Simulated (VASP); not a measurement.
# Cu in VASP: single point with LDA

Aim: the single point of Cu with LDA.

All numbers are computed with VASP 6.6.1; they aren't measurements. Logs are shortened: lines on timing, memory, paths and dates and some standing lists are left out, and cuts for length are marked.

## (1) The cell of the first run

The cell holds a slab with vacuum, 28 atoms: a = 7.467 Å, b = 7.467 Å, c = 15.520 Å, α = 90.00°, β = 90.00°, γ = 90.00°.

## (2) Single point, LDA

Contents of INCAR:

```
SYSTEM = Cu
ALGO = Normal
EDIFF = 1E-6
ENCUT = 520
GGA = CA
ISIF = 2
ISMEAR = 0
LASPH = .True.
LCHARG = .True.
LELF = .True.
LREAL = Auto
LVHAR = .True.
LWAVE = .False.
NBANDS = 174
NELM = 100
PREC = Accurate
SIGMA = 0.1
```

Contents of KPOINTS:

```
k-points
0
Gamma
  3 3 1
  0 0 0
```

Contents of POSCAR:

```
Cu
1.0
    7.4670476093      0.0000000000      0.0000000000
    0.0000000000      7.4670476093      0.0000000000
    0.0000000000      0.0000000000     15.5200000000
Cu
28
Direct
    0.0000000000      0.0000000000      0.3865979400
    0.3333333300      0.0000000000      0.3865979400
    0.6666666700      0.0000000000      0.3865979400
    0.0000000000      0.3333333300      0.3865979400
    0.3333333300      0.3333333300      0.3865979400
    0.6666666700      0.3333333300      0.3865979400
    0.0000000000      0.6666666700      0.3865979400
    0.3333333300      0.6666666700      0.3865979400
    0.6666666700      0.6666666700      0.3865979400
    0.1666893005      0.1666779633      0.4967073247
    0.4991356575      0.1666681541      0.4964697581
    0.8342543007      0.1666676225      0.4964839349
    0.1666695740      0.4991217866      0.4964735148
    0.4995534421      0.4995571164      0.4963470663
    0.8337865838      0.4995365795      0.4963617735
    0.1666690446      0.8342399033      0.4964806566
    0.4995427024      0.8337799292      0.4963544259
    0.8337954780      0.8337986157      0.4963692638
   -0.0034653312     -0.0034687142      0.6085849056
    0.3368385640     -0.0034968011      0.6085588879
    0.6666782409      0.0007333498      0.6065902571
   -0.0034759771      0.3368183814      0.6085717588
    0.3368623435      0.3368596176      0.6085455908
    0.6666839887      0.3326265436      0.6065908247
    0.0007477009      0.6666709346      0.6065905944
    0.3326390356      0.6666766869      0.6065919936
    0.6666832210      0.6666748431      0.6053259528
    0.1667820665      0.1667230472      0.7047524380
```

Potentials or basis: VASP PAW LDA potentials, release 64 (Cu).

Run with:

```bash
> cat potpaw_LDA.64/Cu/POTCAR > POTCAR
> mpirun -np 1 vasp_std > vasp.out
```

OUTCAR:

```text
SYSTEM = Cu
   EDIFF = 1E-6
   ENCUT = 520
   GGA = CA
   ISIF = 2
   ISMEAR = 0
   LASPH = .True.
   LREAL = Auto
   NELM = 100
   PREC = Accurate

 ion  position               nearest neighbor table
   1  0.000  0.000  0.387-  18 2.45  12 2.45  16 2.45  10 2.45   2 2.49   3 2.49   4 2.49   7 2.49

   2  0.333  0.000  0.387-  17 2.45  16 2.45  11 2.45  10 2.45   5 2.49   8 2.49   1 2.49   3 2.49

   3  0.667  0.000  0.387-  17 2.45  18 2.45  11 2.45  12 2.45   6 2.49   9 2.49   1 2.49   2 2.49
[... 45 lines left out ...]
  26  0.333  0.667  0.607-  16 2.45  13 2.45  17 2.46  14 2.46  23 2.46  20 2.46  25 2.48  27 2.49

  27  0.667  0.667  0.605-  18 2.44  15 2.44  17 2.44  14 2.44  26 2.49  24 2.49  21 2.49  25 2.49

  28  0.167  0.167  0.705-  23 2.34  20 2.34  22 2.34  19 2.34

  LATTYP: Found a simple tetragonal cell.
 ALAT       =     7.4670476093
 C/A-ratio  =     2.0784653871

  Lattice vectors:

 A1 = (   7.4670476093,   0.0000000000,   0.0000000000)
 A2 = (   0.0000000000,   7.4670476093,   0.0000000000)
 A3 = (   0.0000000000,   0.0000000000,  15.5200000000)

Analysis of symmetry for initial positions (statically):
=====================================================================
 Subroutine PRICEL returns:
 Original cell was already a primitive cell.

 Routine SETGRP: Setting up the symmetry group for a
 simple tetragonal supercell.

 Subroutine GETGRP returns: Found  1 space group operations
 (whereof  1 operations were pure point group operations)
 out of a pool of 16 trial point group operations.

The static configuration has the point symmetry C_1 .

Analysis of symmetry for dynamics (positions and initial velocities):
=====================================================================
 Subroutine PRICEL returns:
 Original cell was already a primitive cell.

 Routine SETGRP: Setting up the symmetry group for a
 simple tetragonal supercell.

 Subroutine GETGRP returns: Found  1 space group operations
 (whereof  1 operations were pure point group operations)
 out of a pool of 16 trial point group operations.

The dynamic configuration has the point symmetry C_1 .

 Subroutine INISYM returns: Found  1 space group operations
 (whereof  1 operations are pure point group operations),
 and found     1 'primitive' translations

----------------------------------------------------------------------------------------

                                     Primitive cell

  volume of cell :     865.3455

  direct lattice vectors                    reciprocal lattice vectors
     7.467047609  0.000000000  0.000000000     0.133921739  0.000000000  0.000000000
     0.000000000  7.467047609  0.000000000     0.000000000  0.133921739  0.000000000
     0.000000000  0.000000000 15.520000000     0.000000000  0.000000000  0.064432990

  length of vectors
     7.467047609  7.467047609 15.520000000     0.133921739  0.133921739  0.064432990

  position of ions in fractional coordinates (direct lattice)
     0.000000000  0.000000000  0.386597940
     0.333333330  0.000000000  0.386597940
     0.666666670  0.000000000  0.386597940
     0.000000000  0.333333330  0.386597940
     0.333333330  0.333333330  0.386597940
     0.666666670  0.333333330  0.386597940
[... 20 lines left out ...]
     0.666683221  0.666674843  0.605325953
     0.166782066  0.166723047  0.704752438

  ion indices of the primitive-cell ions
   primitive index   ion index
                 1           1
                 2           2
                 3           3
                 4           4
                 5           5
                 6           6
[... 20 lines left out ...]
                27          27
                28          28

----------------------------------------------------------------------------------------

 KPOINTS: k-points

Automatic generation of k-mesh.
 Grid dimensions read from file:
 generate k-points for:    3    3    1

 Generating k-lattice:

  Cartesian coordinates                     Fractional coordinates (reciprocal lattice)
     0.044640580  0.000000000  0.000000000     0.333333333  0.000000000  0.000000000
     0.000000000  0.044640580  0.000000000     0.000000000  0.333333333  0.000000000
     0.000000000  0.000000000  0.064432990     0.000000000  0.000000000  1.000000000

  Length of vectors
     0.044640580  0.044640580  0.064432990

  Shift w.r.t. Gamma in fractional coordinates (k-lattice)
     0.000000000  0.000000000  0.000000000

 Subroutine IBZKPT returns following result:
 ===========================================

 Found      5 irreducible k-points:

 Following reciprocal coordinates:
            Coordinates               Weight
  0.000000  0.000000  0.000000      1.000000
  0.333333  0.000000  0.000000      2.000000
  0.000000  0.333333  0.000000      2.000000
  0.333333  0.333333  0.000000      2.000000
 -0.333333  0.333333  0.000000      2.000000
   k-points           NKPTS =      5   k-points in BZ     NKDIM =      5   number of bands    NBANDS=    174
   number of dos      NEDOS =    301   number of ions     NIONS =     28
   total plane-waves  NPLWV = 376320
   dimension x,y,z NGX =    56 NGY =   56 NGZ =  120
   dimension x,y,z NGXF=   112 NGYF=  112 NGZF=  240
   ions per type =              28
   NGX,Y,Z   is equivalent  to a cutoff of  12.47, 12.47, 12.85 a.u.
   NGXF,Y,Z  is equivalent  to a cutoff of  24.94, 24.94, 25.71 a.u.
 SYSTEM =  Cu
   PREC   = accura    normal or accurate (medium, high low for compatibility)
   ISTART =      0    job   : 0-new  1-cont  2-samecut
   ICHARG =      2    charge: 1-file 2-atom 10-const
   ISPIN  =      1    spin polarized calculation?
   LNONCOLLINEAR =      F non collinear calculations
   LSORBIT =      F    spin-orbit coupling
   LASPH  =      T    aspherical Exc in radial PAW
   ENCUT  =  520.0 eV  38.22 Ry    6.18 a.u.  13.88 13.88 28.86*2*pi/ulx,y,z
   NELM   =    100;   NELMIN=  2; NELMDL= -5     # of ELM steps
   EDIFF  = 0.1E-05   stopping-criterion for ELM
   LREAL  =      T    real-space projection
   EDIFFG = 0.1E-04   stopping-criterion for IOM
   NSW    =      0    number of steps for IOM
   IBRION =     -1    ionic relax: 0-MD 1-quasi-New 2-CG
   NFREE  =      0    steps in history (QN), initial steepest desc. (CG)
   ISIF   =      2    stress and relaxation
   ISYM   =      2    0-nonsym 1-usesym 2-fastsym
   POTIM  = 0.5000    time-step for ionic-motion
   TEBEG  =    0.0;   TEEND  =   0.0 temperature during run
   PSTRESS=    0.0 pullay stress
   NELECT =     308.0000    total number of electrons
   NUPDOWN=      -1.0000    fix difference up-down
   EMIN   =  10.00;   EMAX   =-10.00  energy-range for DOS
   EFERMI =   0.00;   METHOD = LEGACY
   ISMEAR =     0;   SIGMA  =   0.10  broadening in eV -4-tet -1-fermi 0-gaus
   EFERMI_NEDOS =   21; number of points for ismear=-14 and -15
   IALGO  =     38    algorithm
   IMIX   =      4    mixing-type and parameters
     AMIX     =   0.40;   BMIX     =  1.00
     AMIX_MAG =   1.60;   BMIX_MAG =  1.00
  volume/ion in A,a.u.               =      30.91       208.56
  Fermi-wavevector in a.u.,A,eV,Ry     =   1.160188  2.192438 18.313950  1.346037
  Thomas-Fermi vector in A             =   2.296774
   LORBIT       =      0    0 simple, 1 ext, 2 COOP (PROOUT), +10 PAW based schemes
   GGA     = CA    functional components
   LHFCALC =     F    Hartree Fock is set to
   AEXX    =    0.0000 exact exchange contribution
   IVDW    =     0    specifies the selected vdW correction
   LEPSILON=     F    determine dielectric tensor
   LRPA    =     F    only Hartree local field effects (RPA)
 non-spin polarized calculation
 Gauss-broadening in eV      SIGMA  =   0.10
  energy-cutoff  :      520.00
  volume of cell :      865.35
 maximum number of plane-waves:     23346
   NGX = 27   NGY = 27   NGZ = 57

 number of electron     307.9999892 magnetization

 Free energy of the ion-electron system (eV)
  ---------------------------------------------------
  ext. energy  EPLUGINS =         0.00000000
  ---------------------------------------------------
  free energy    TOTEN  =      -117.44788409 eV

  energy without entropy =     -117.41999184  energy(sigma->0) =     -117.43393796

 E-fermi :  -0.1025     XC(G=0):  -6.0983

 val. band max:       -0.1550938199   @ k =   0.0000   0.3333   0.0000
 cond. band min:       0.0583582493   @ k =   0.3333   0.3333   0.0000
 fundamental gap:      0.2134520692
 Fermi energy:        -0.1024878212

 k-point     1 :       0.0000    0.0000    0.0000
  band No.  band energies     occupation
      1      -9.0924      2.00000
      2      -6.7080      2.00000
      3      -6.6726      2.00000
      4      -6.6725      2.00000
      5      -6.6407      2.00000
      6      -6.4783      2.00000
[... 158 lines left out ...]
    165       2.8781      0.00000
    166       3.6041      0.00000

 k-point     2 :       0.3333    0.0000    0.0000
  band No.  band energies     occupation
      1      -8.7867      2.00000
      2      -7.9148      2.00000
      3      -6.4340      2.00000
      4      -6.4236      2.00000
      5      -6.2423      2.00000
      6      -5.8000      2.00000
[... 158 lines left out ...]
    165       2.8437      0.00000
    166       2.8965      0.00000

 k-point     3 :       0.0000    0.3333    0.0000
  band No.  band energies     occupation
      1      -8.7867      2.00000
      2      -7.9148      2.00000
      3      -6.4340      2.00000
      4      -6.4236      2.00000
      5      -6.2423      2.00000
      6      -5.8000      2.00000
[... 158 lines left out ...]
    165       2.8437      0.00000
    166       2.8965      0.00000

 k-point     4 :       0.3333    0.3333    0.0000
  band No.  band energies     occupation
      1      -8.4851      2.00000
      2      -7.6446      2.00000
      3      -7.6126      2.00000
      4      -6.8380      2.00000
      5      -6.0107      2.00000
      6      -5.4319      2.00000
[... 158 lines left out ...]
    165       2.0304      0.00000
    166       2.0502      0.00000

 k-point     5 :      -0.3333    0.3333    0.0000
  band No.  band energies     occupation
      1      -8.4851      2.00000
      2      -7.6446      2.00000
      3      -7.6126      2.00000
      4      -6.8380      2.00000
      5      -6.0107      2.00000
      6      -5.4319      2.00000
[... 158 lines left out ...]
    165       2.0304      0.00000
    166       2.0502      0.00000
 [bands above 166 left out]

------------------------ aborting loop because EDIFF is reached ----------------------------------------

  FORCE on cell =-STRESS in cart. coord.  units (eV):
  Direction    XX          YY          ZZ          XY          YZ          ZX
  --------------------------------------------------------------------------------------
  -------------------------------------------------------------------------------------
  Total      -10.3438864    -10.3436495      0.6632510      0.0017352     -0.0023332     -0.0065939
  in kB      -19.1515870    -19.1511484      1.2280016      0.0032128     -0.0043200     -0.0122086
  external PRESSURE =     -12.3582446 kB  Pullay stress =       0.0000000 kB

 VOLUME and BASIS-vectors are now :
 -----------------------------------------------------------------------------
  energy-cutoff  :      520.00
  volume of cell :      865.35
      direct lattice vectors                 reciprocal lattice vectors
     7.467047609  0.000000000  0.000000000     0.133921739  0.000000000  0.000000000
     0.000000000  7.467047609  0.000000000     0.000000000  0.133921739  0.000000000
     0.000000000  0.000000000 15.520000000     0.000000000  0.000000000  0.064432990

 POSITION                                       TOTAL-FORCE (eV/Angst)
 -----------------------------------------------------------------------------------
      0.00000      0.00000      6.00000        -0.015669     -0.015728      0.009798
      2.48902      0.00000      6.00000         0.013958     -0.015663      0.010157
      4.97803      0.00000      6.00000         0.001073     -0.005457     -0.056320
      0.00000      2.48902      6.00000        -0.015637      0.013914      0.010296
      2.48902      2.48902      6.00000         0.013661      0.013584      0.008090
      4.97803      2.48902      6.00000         0.001354      0.002982     -0.058673
[... 20 lines left out ...]
      4.97816      4.97809      9.39466         0.000143      0.000241      0.029904
      1.24537      1.24493     10.93776        -0.000193      0.000509      0.058883
 -----------------------------------------------------------------------------------
    total drift:                                0.013192      0.013277      0.002650

  FREE ENERGIE OF THE ION-ELECTRON SYSTEM (eV)
  ---------------------------------------------------
  free  energy   TOTEN  =      -117.4478840918 eV

  energy  without entropy=     -117.4199918365  energy(sigma->0) =     -117.43393796
```

Run time: 48 min. Hardware: 1 thread of Intel Xeon Platinum 8375C at 2.90GHz (Ice Lake), shared host; peak memory 0.78 GiB.

What came out:

```
Free energy            : -117.4479 eV
Largest force          : 0.059 eV/Å
Band gap on the k mesh : zero (bands 154 and 155 overlap by 1.08 eV)
```

Forces in eV/Å, atoms in the order of the input:
```
Cu  -0.016 -0.016  0.010
Cu   0.014 -0.016  0.010
Cu   0.001 -0.005 -0.056
Cu  -0.016  0.014  0.010
Cu   0.014  0.014  0.008
Cu   0.001  0.003 -0.059
Cu  -0.006  0.001 -0.056
Cu   0.003  0.001 -0.059
Cu   0.001  0.001 -0.040
Cu   0.000  0.001  0.016
Cu  -0.004  0.000 -0.009
Cu   0.003  0.001 -0.009
Cu   0.000 -0.004 -0.010
Cu   0.000 -0.001 -0.006
Cu  -0.001  0.001 -0.006
Cu   0.001  0.003 -0.009
Cu   0.001  0.000 -0.005
Cu  -0.001 -0.002 -0.005
Cu  -0.014 -0.014  0.020
Cu   0.017 -0.013  0.020
Cu   0.000 -0.003  0.027
Cu  -0.014  0.017  0.020
Cu   0.016  0.016  0.020
Cu   0.000  0.002  0.026
Cu  -0.004  0.000  0.027
Cu   0.002  0.000  0.026
Cu   0.000  0.000  0.030
Cu   0.000  0.001  0.059
```
